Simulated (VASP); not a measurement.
A run of VASP 6.6.1:

The input INCAR:

```
  ALGO = Fast
  EDIFF = 1E-6
  ENCUT = 520
  GGA = PS
  ISIF = 2
  ISMEAR = 0
  LASPH = T
  LCHARG = F
  LREAL = F
  LWAVE = F
  NBANDS = 12
  NELM = 100
  PREC = Accurate
  SIGMA = 0.15
```

KPOINTS

```
k-points
0
Gamma
  22 22 22
```

POSCAR

```
Ta
1.0
   -1.6180571639      1.6180571639      1.6180571639
    1.6180571639     -1.6180571639      1.6180571639
    1.6180571639      1.6180571639     -1.6180571639
Ta
1
Direct
    0.0000000000      0.0000000000      0.0000000000
```

Potentials or basis: VASP PAW PBE potentials, release 64 (Ta_pv).

Run with:

```sh
$ cat potpaw_PBE.64/Ta_pv/POTCAR > POTCAR
$ mpirun -np 1 vasp_std > vasp.out
```

Hardware: 1 thread of AMD EPYC 9R45 96-Core Processor (Zen 5) (shared host).

Q: Estimate the wall time of this run.

A: Wall time 51 s on 1 thread of AMD EPYC 9R45 96-Core Processor (Zen 5), on a shared host, peak memory 0.16 GiB. Counts: scf iterations 12, k points 328.
